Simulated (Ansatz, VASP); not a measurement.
This is a calculation of Fe for VASP 6.6.1.

The input INCAR:

```
SYSTEM = Fe
  ALGO = Normal
  EDIFF = 1E-7
  ENCUT = 520
  GGA = CA
  ISIF = 2
  ISMEAR = -1
  ISPIN = 2
  LASPH = .TRUE.
  LCHARG = .FALSE.
  LMAXMIX = 4
  LORBIT = 11
  LREAL = .FALSE.
  LWAVE = .FALSE.
  MAGMOM = 3
  NBANDS = 14
  NELM = 150
  PREC = Accurate
  SIGMA = 0.05
```

File KPOINTS:

```
k-points
0
G
  13 13 13
  0 0 0
```

File POSCAR:

```
Fe
1.0
    0.0000000000      1.9672918273      1.9909647747
    1.5181582831      0.0000000000      1.9909647747
    1.5181582831      1.9672918273      0.0000000000
Fe
1
Direct
    0.0000000000      0.0000000000      0.0000000000
```

Potentials or basis: VASP PAW LDA potentials, release 64 (Fe).

Launch:

```bash
$ cat potpaw_LDA.64/Fe/POTCAR > POTCAR
$ mpirun -np 1 vasp_std > vasp.out
```

Task: Set up the same calculation for Ansatz 0.2.0. Potentials there: all-electron LAPW, scalar-relativistic.

Result: As run (the cutoff follows the program's own potentials):

Contents of input.yaml:

```yaml
crystal:
  lattice:
    - [0.0, 1.9672918273, 1.9909647747]
    - [1.5181582831, 0.0, 1.9909647747]
    - [1.5181582831, 1.9672918273, 0.0]
  atoms:
    - { symbol: Fe, position: [0.0, 0.0, 0.0], spin: 3.0 }
kpoints:
  mp_grid: { grid: [13, 13, 13] }
scf:
  occupations: { method: fermi_dirac, width: 0.05 }
hamiltonian:
  xc: lda
  pseudopotentials: { kind: all_electron, lapw: { basis_error: 0.001 } }
magnetization:
  spin_polarized: true
output:
  forces: true
  stress: true
  eigenvalues: true
```

Potentials or basis: all-electron LAPW, scalar-relativistic.

Run with:

```sh
$ ansatz run input.yaml --threads 2 --pin off --max-ram 6144MiB --backend cpu --events-out ev --progress --plain --runs-dir out
```

Both were run:

|  | VASP | Ansatz | Ansatz less VASP |
| --- | --- | --- | --- |
| gap on the k mesh at the Fermi level (eV) | none | none | - |
| pressure (GPa) | -24.5 | -23.7 | +0.73 |
| traceless stress, the component that is largest in VASP (GPa) | -4.64 | -4.24 | +0.400 |
| net moment per atom (μB) | 2.19 | 2.23 | +0.041 |
| size of the moment on the site where the two differ most (μB) | 2.17 | 2.26 | +0.093 |

LDA's correlation is that of Perdew and Zunger in VASP and of Perdew and Wang (1992) in Ansatz. Site moments also hang on the region over which each program counts them. A gap of «none» marks a metal or a gap that the smearing closes. Ansatz ran all-electron here, and VASP with PAW potentials.
